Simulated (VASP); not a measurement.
Runs of VASP 6.6.1 on Zr3TaZn. The structure is that of space group Pm-3m (No. 221), or close to it. The cells are those of the table. The cell was built from a structure type or drawn by symmetry, and may not be a known phase.

```tsv
task	spin	cell	k mesh	cutoff (eV)	gap on the mesh (eV)	pressure (GPa)	moment (μB)
single point	collinear	a = 4.907 Å, 5 atoms	8 × 8 × 8	520	none	0.1	0.00
single point	collinear	a = 4.907 Å, 5 atoms	4 × 4 × 4	520	none	(a)	1.46
single point	off	a = 4.907 Å, 5 atoms	4 × 4 × 4	520	none	0.0	-
relaxation of cell and atoms	off	relaxed from a = 3.786 Å, 5 atoms	4 × 4 × 4	600	none	0.1	-
```

Alike in all rows: level PBE; potentials or basis VASP PAW PBE potentials, release 64 (Zr_sv, Ta_pv, Zn); smearing gaussian 0.1 eV.

Q: Estimate the missing entries.

A: (a) 0.3.

Caveats: some runs use coarse meshes; spin-orbit coupling is left out, which moves the levels of the heavy elements.

A k mesh can miss the band edges, and the runs leave out spin-orbit coupling on Ta, Zr.

A gap of «none» marks levels without a gap at the run's occupations.
